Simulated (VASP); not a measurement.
Wanted: the native input for a VASP 6.6.1 run.

- Task: relaxation of cell and atoms
- Functional: PBE
- Potentials or basis: VASP PAW PBE potentials, release 64 (W_sv)
- Cutoff: 600 eV
- k mesh: 18 × 18 × 18
- Occupations: gaussian, width 0.1 eV
- Spin: no spin polarisation
- Target pressure: 3 GPa
- Dipole correction: no
- Further INCAR settings: ALGO = Fast; EDIFF = 1e-06; IBRION = 2; EDIFFG = -0.008; NSW = 70; ISIF = 3

The structure of W lies in POSCAR:

```
W
1.0
   -1.5768456183      1.5768456183      1.5768456183
    1.5768456183     -1.5768456183      1.5768456183
    1.5768456183      1.5768456183     -1.5768456183
W
1
Direct
    0.0000000000      0.0000000000      0.0000000000
```

These files were run (other wordings do the same):

INCAR

```
ALGO = Fast ; EDIFF = 1E-6
EDIFFG = -0.008 ; ENCUT = 600
GGA = PE ; IBRION = 2
ISIF = 3 ; ISMEAR = 0
LASPH = T ; LCHARG = F
LREAL = F ; LWAVE = F
NELM = 80 ; NSW = 70
PREC = Accurate ; PSTRESS = 30.0
SIGMA = 0.1
```

KPOINTS

```
k-points
0
Gamma
  18 18 18
```

Potentials or basis: VASP PAW PBE potentials, release 64 (W_sv).

Launch:

```console
$ cat potpaw_PBE.64/W_sv/POTCAR > POTCAR
$ mpirun -np 1 vasp_std > vasp.out
```

Results of the run:

```
Relaxed volume                                         : 16.01 Å³/atom
Relaxed cell                                           : a = 2.750 Å, b = 2.750 Å, c = 2.750 Å, α = 109.47°, β = 109.47°, γ = 109.47°
Space group after relaxing (to 0.05 Å)                 : Im-3m (No. 229)
Energy change on relaxing (the enthalpy is what falls) : -12.8 meV/atom
Ionic steps                                            : 4
Pressure after relaxing                                : 3.1 GPa
Band gap on the k mesh                                 : zero (band 7 reaches 16.40 eV, above the bottom of band 8 at 10.09 eV)
```

Caveat: the cell is relaxed towards a set pressure, so the enthalpy falls and the energy may rise; spin-orbit coupling is left out, which moves the levels of the heavy elements.

Run time: 2.4 min on 1 thread of AMD EPYC 7R13 Processor (Zen 3), on a shared host, peak memory 0.15 GiB.
